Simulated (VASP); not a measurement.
Here is a VASP 6.6.1 calculation.

Contents of INCAR:

```
SYSTEM = BN
  PREC = Accurate
  ENCUT = 520
  EDIFF = 1E-6
  ISMEAR = 0
  SIGMA = 0.02
  LREAL = .False.
  LASPH = .True.
  NELM = 100
  ALGO = Normal
  ISIF = 2
  LWAVE = .False.
  LCHARG = .False.
  GGA = PE
  IVDW = 12
  NBANDS = 16
```

Contents of KPOINTS:

```
regular mesh
0
Gamma
  24 24 12
  0 0 0
```

Contents of POSCAR:

```
BN
1.0
    2.5254846333      0.0000000000      0.0000000000
   -1.2627423166      2.1871338493      0.0000000000
    0.0000000000      0.0000000000      4.1772714534
B N
2 2
Direct
    0.6666666667      0.3333333333      0.0003148871
    0.3333333333      0.6666666667      0.5003148871
    0.6666666667      0.3333333333      0.3746851129
    0.3333333333      0.6666666667      0.8746851129
```

Potentials or basis: VASP PAW PBE potentials, release 64 (B, N).

Launch:

```bash
$ cat potpaw_PBE.64/B/POTCAR potpaw_PBE.64/N/POTCAR > POTCAR
$ mpirun -np 1 vasp_std > vasp.out
```

Q: Predict the pressure.

A: 7.9 GPa.

Q: Predict the band gap on the k mesh.

A: 5.14 eV, indirect (least direct gap 8.39 eV).

Q: Predict the dispersion energy per atom.

A: -0.214 eV.

A k mesh can miss the band edges.
